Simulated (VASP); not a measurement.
Write the native input for VASP 6.6.1 that does the following.

```
Task                   : single point
Functional             : LDA
Potentials or basis    : VASP PAW LDA potentials, release 64 (Mo_sv, S)
Cutoff                 : 520 eV
k mesh                 : 3 × 3 × 3
Occupations            : fermi-dirac, width 0.36 eV
Spin                   : no spin polarisation
Dipole correction      : no
Further INCAR settings : ALGO = Normal; EDIFF = 1e-06; NBANDS = 64
```

The structure of MoS2 lies in POSCAR:

```
MoS2
1.0
   -3.1710000000     -1.8307780000      6.1149970000
    3.1710000000     -1.8307780000      6.1149970000
    0.0000000000      3.6615550000      6.1149970000
Mo S
4 8
Direct
    0.0093521198      0.1271067713     -0.1200238872
    0.5243507127      0.5353567045     -0.0716938498
    0.5600554394      0.0599608320      0.4150455610
    0.0639657746      0.5507522773      0.3719218435
    0.8294362042      0.7648508999      0.6741359220
    0.3108634827      0.2645374026      0.1402495066
    0.2934941487      0.3090728305      0.6739667624
    0.7882747170      0.8347900118      0.1756278953
    0.3111531477      0.8236728576      0.1008900547
    0.7911591072      0.3259115512      0.6208860405
    0.7735306829      0.3139280339      0.1935231055
    0.2780393441      0.7956678524      0.6651325772
```

These files were run (other wordings do the same):

INCAR

```
  PREC = Accurate
  ENCUT = 520
  EDIFF = 1E-6
  ISMEAR = -1
  SIGMA = 0.36
  LREAL = False
  LASPH = True
  NELM = 60
  ALGO = Normal
  ISIF = 2
  LWAVE = False
  LCHARG = False
  NBANDS = 64
```

KPOINTS

```
Automatic mesh
0
Gamma
  3 3 3
```

Potentials or basis: VASP PAW LDA potentials, release 64 (Mo_sv, S).

The run is started by

```bash
$ cat potpaw_LDA.64/Mo_sv/POTCAR potpaw_LDA.64/S/POTCAR > POTCAR
$ mpirun -np 1 vasp_std > vasp.out
```

It gave:

- Pressure: -0.7 GPa
- Largest force: 3.043 eV/Å
- Band gap on the k mesh: 0.10 eV (least direct gap 0.19 eV)

Caveat: the atoms stand as in a frame of molecular dynamics; an odd mesh through Γ misses points on the zone boundary, where band edges can lie; forces of over 1 eV/Å act on the atoms, so gaps and moduli don't describe the material at rest.

It took 10 min on 1 thread of Intel Xeon 8259CL, on a shared host, peak memory 0.38 GiB.
